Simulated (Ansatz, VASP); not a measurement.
**One calculation of MgO, two programs**

INCAR

```
SYSTEM = MgO
PREC     = Accurate       ! precision mode
ENCUT    = 520            ! plane-wave cutoff, eV
EDIFF    = 1E-6           ! SCF threshold, eV
ISMEAR   = 0              ! smearing method
SIGMA    = 0.05           ! smearing width, eV
LREAL    = .False.        ! projectors in reciprocal space
LASPH    = .True.         ! aspherical terms in the spheres
NELM     = 100            ! most SCF steps
ALGO     = Normal         ! electronic algorithm
ISIF     = 2              ! what is computed and relaxed
LWAVE    = .False.        ! write WAVECAR
LCHARG   = .True.         ! write CHGCAR
GGA      = PS             ! functional
LELF     = .True.         ! ELF
LVHAR    = .True.       
NBANDS   = 11             ! bands
```

KPOINTS

```
Automatic mesh
0
Gamma
  10 10 10
  0 0 0
```

The input POSCAR:

```
MgO
1.0
   -0.0533787500      2.1351500000      2.1351500000
    2.1351500000     -0.0533787500      2.1351500000
    2.0817712500      2.0817712500      0.0000000000
Mg O
1 1
Direct
    0.0000000000      0.0000000000      0.0000000000
    0.5000000000      0.5000000000      0.5000000000
```

Input for Ansatz:

```yaml
crystal:
  lattice:
    - [-0.05337875, 2.13515, 2.13515]
    - [2.13515, -0.05337875, 2.13515]
    - [2.08177125, 2.08177125, 0.0]
  atoms:
    - { symbol: Mg, position: [0.0, 0.0, 0.0] }
    - { symbol: O, position: [0.5, 0.5, 0.5] }
basis:
  ecutwfc: 420
kpoints:
  mp_grid: { grid: [10, 10, 10] }
hamiltonian:
  xc: pbesol
scf:
  occupations: { method: gaussian, width: 0.05 }
output:
  forces: true
  stress: true
  eigenvalues: true
```

Change from the starting cell: strain -0.0500 x Voigt [0, 0, 0, 0, 0, 1], atoms carried along.

Alike in both runs: task single point; functional PBEsol; k mesh 10 × 10 × 10; occupations gaussian, width 0.05 eV; no spin polarisation.

|  | VASP | Ansatz |
| --- | --- | --- |
| version | VASP 6.6.1 | Ansatz 0.2.0 |
| potentials or method | VASP PAW PBE potentials, release 64 (Mg, O), cutoff 520 eV | scalar-relativistic, plane waves, PAW |
| valence electrons in the cell | 8 | 16 |

|  | VASP | Ansatz | Ansatz less VASP |
| --- | --- | --- | --- |
| gap on the k mesh at the Fermi level (eV) | 4.03 | 4.04 | +0.003 |
| least direct gap on the mesh (eV) | 4.03 | 4.04 | +0.003 |
| pressure (GPa) | -6.2 | -5.6 | +0.58 |
| traceless stress, the component that is largest in VASP (GPa) | 6.97 | 6.92 | -0.049 |

VASP's potentials were made for PBE, not for PBEsol. VASP's potentials hold 8 valence electrons a cell and Ansatz's 16, so a difference there can come from the potentials and not from the codes.
